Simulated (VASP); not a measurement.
Set up this calculation in VASP 6.6.1, as the native input.

- Task: single point
- Functional: PBE
- Potentials or basis: VASP PAW PBE potentials, release 64 (Si, As)
- Cutoff: 520 eV
- k mesh: 6 × 6 × 4
- Occupations: gaussian, width 0.1 eV
- Spin: no spin polarisation
- Dipole correction: no
- Further INCAR settings: ALGO = Normal; EDIFF = 1e-06; NBANDS = 16

The structure of Si3As lies in POSCAR:

```
Si3As
1.0
    3.4918395316      0.0000000000      0.0000000000
   -1.7459197658      3.0240217403      0.0000000000
    0.0000000000      0.0000000000      6.5319503628
Si As
3 1
Direct
    0.3333333333      0.6666666667      0.5000000000
    0.0000000000      0.0000000000      0.7315759193
    0.0000000000      0.0000000000      0.2684240807
    0.3333333333      0.6666666667      0.0000000000
```

The cell was generated, and may not be a known phase.

The input as run:

INCAR

```
PREC     = Accurate       # precision mode
ENCUT    = 520            # plane-wave cutoff, eV
EDIFF    = 1E-6           # SCF threshold, eV
ISMEAR   = 0              # smearing method
SIGMA    = 0.1            # smearing width, eV
LREAL    = F              # projectors in reciprocal space
LASPH    = T              # aspherical terms in the spheres
NELM     = 80             # most SCF steps
ALGO     = Normal         # electronic algorithm
ISIF     = 2              # what is computed and relaxed
LWAVE    = F              # write WAVECAR
LCHARG   = T              # write CHGCAR
GGA      = PE             # functional
LELF     = T              # ELF
LVHAR    = T            
NBANDS   = 16             # bands
```

KPOINTS

```
Automatic mesh
0
Gamma
  6 6 4
```

Potentials or basis: VASP PAW PBE potentials, release 64 (Si, As).

Run with:

```sh
$ cat potpaw_PBE.64/Si/POTCAR potpaw_PBE.64/As/POTCAR > POTCAR
$ mpirun -np 1 vasp_std > vasp.out
```

Results of the run:

The pressure is 0.0 GPa. The largest force is 0.016 eV/Å and the band gap on the k mesh is zero (an odd number of electrons rules out a gap without spin polarisation).

Run time: 18 s on 1 thread of Oxide Virtual Turin-like Processor, on a shared host, peak memory 0.15 GiB.
